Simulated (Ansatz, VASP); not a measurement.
## One calculation of P, two programs

```
P
1.0
     3.47000    0.00000    0.00000
    -1.73500    3.00511    0.00000
     0.00000    0.00000   28.00000
P
2
Direct
  0.33333 0.66667 0.52341
  0.66667 0.33333 0.47659
```

Alike in both runs: task single point; functional r2SCAN; k mesh 9 × 9 × 1; occupations gaussian, width 0.02 eV; no spin polarisation.

|  | VASP | Ansatz |
| --- | --- | --- |
| version | VASP 6.6.1 | Ansatz 0.2.0 |
| potentials or method | VASP PAW PBE potentials, release 64 (P), cutoff 520 eV | scalar-relativistic, plane waves, PAW |
| valence electrons in the cell | 10 | 10 |

|  | VASP | Ansatz | Ansatz less VASP |
| --- | --- | --- | --- |
| gap on the k mesh at the Fermi level (eV) | 2.21 | 2.19 | -0.023 |
| least direct gap on the mesh (eV) | 2.54 | 2.51 | -0.023 |
| rms of the force components (eV/Å) | 1.024 | 0.976 | -0.0477 |

VASP's potentials were made for PBE, not for r2SCAN. Atom by atom the forces differ by 0.048 eV/Å (rms over components).
